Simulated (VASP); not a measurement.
A run of VASP 6.6.1 is set up as follows.

The input INCAR:

```
  PREC = Accurate
  ENCUT = 520
  EDIFF = 1E-7
  ISMEAR = 0
  SIGMA = 0.05
  LREAL = F
  LASPH = T
  NELM = 100
  ALGO = Normal
  ISIF = 2
  LWAVE = F
  LCHARG = F
  GGA = PE
  NBANDS = 35
```

File KPOINTS:

```
Automatic mesh
0
Gamma
  12 12 2
```

File POSCAR:

```
WS2
1.0
    3.1877810965      0.0000000000      0.0000000000
   -1.5938905483      2.7606994113      0.0000000000
    0.0000000000      0.0000000000     14.7749686149
W S
2 4
Direct
    0.3333333333      0.6666666667      0.2500000000
    0.6666666667      0.3333333333      0.7500000000
    0.3333333333      0.6666666667      0.6436696728
    0.6666666667      0.3333333333      0.1436696728
    0.3333333333      0.6666666667      0.8563303272
    0.6666666667      0.3333333333      0.3563303272
```

Potentials or basis: VASP PAW PBE potentials, release 64 (W_sv, S).

Launch:

```sh
$ cat potpaw_PBE.64/W_sv/POTCAR potpaw_PBE.64/S/POTCAR > POTCAR
$ mpirun -np 1 vasp_std > vasp.out
```

**Question.** Predict the band gap on the k mesh.

**Answer.** 1.63 eV (least direct gap 1.80 eV).

**Question.** Estimate the pressure.

**Answer.** 0.0 GPa.

Forces in eV/Å, atoms in the order of the input:
```
W    0.000  0.000  0.000
W    0.000  0.000  0.000
S    0.000  0.000 -0.004
S    0.000  0.000 -0.004
S    0.000  0.000  0.004
S    0.000  0.000  0.004
```

Caveat: spin-orbit coupling is left out, which moves the levels of the heavy elements; this functional lacks dispersion, which binds layers or chains, so the pressure and a relaxed spacing across them are unreliable. A k mesh can miss the band edges.
